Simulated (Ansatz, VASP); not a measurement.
One calculation of HPt6, two programs

```
Pt H
1.0
     5.61458    0.00000    0.00000
    -2.80729    4.86237    0.00000
     0.00000    0.00000   22.61974
Pt H
12 2
Direct
  0.33333 0.16667 0.17684
  0.33333 0.66667 0.17684
  0.83333 0.16667 0.17684
  0.83333 0.66667 0.17684
  0.16667 0.33333 0.27896
  0.16667 0.83333 0.27896
  0.66667 0.33333 0.27896
  0.66667 0.83333 0.27896
  0.00000 0.00000 0.38107
  0.00000 0.50000 0.38107
  0.50000 0.00000 0.38107
  0.50000 0.50000 0.38107
  0.13509 0.27017 0.40097
  0.36491 0.72983 0.40097
```

Alike in both runs: task single point; functional PBE; k mesh 6 × 6 × 1; occupations gaussian, width 0.1 eV; no spin polarisation.

|  | VASP | Ansatz |
| --- | --- | --- |
| version | VASP 6.6.1 | Ansatz 0.2.0 |
| potentials or method | VASP PAW PBE potentials, release 64 (Pt, H), cutoff 520 eV | scalar-relativistic, plane waves, PAW |
| valence electrons in the cell | 122 | 218 |

|  | VASP | Ansatz | Ansatz less VASP |
| --- | --- | --- | --- |
| gap on the k mesh at the Fermi level (eV) | none | none | - |
| rms of the force components (eV/Å) | 2.061 | 2.041 | -0.0197 |
| work function, face that differs most (eV) | 5.70 | 5.70 | -0.002 |

Atom by atom the forces differ by 0.022 eV/Å (rms over components). A gap of «none» marks a metal or a gap that the smearing closes. VASP's potentials hold 122 valence electrons a cell and Ansatz's 218, so a difference there can come from the potentials and not from the codes.

Spin-orbit coupling is off throughout.
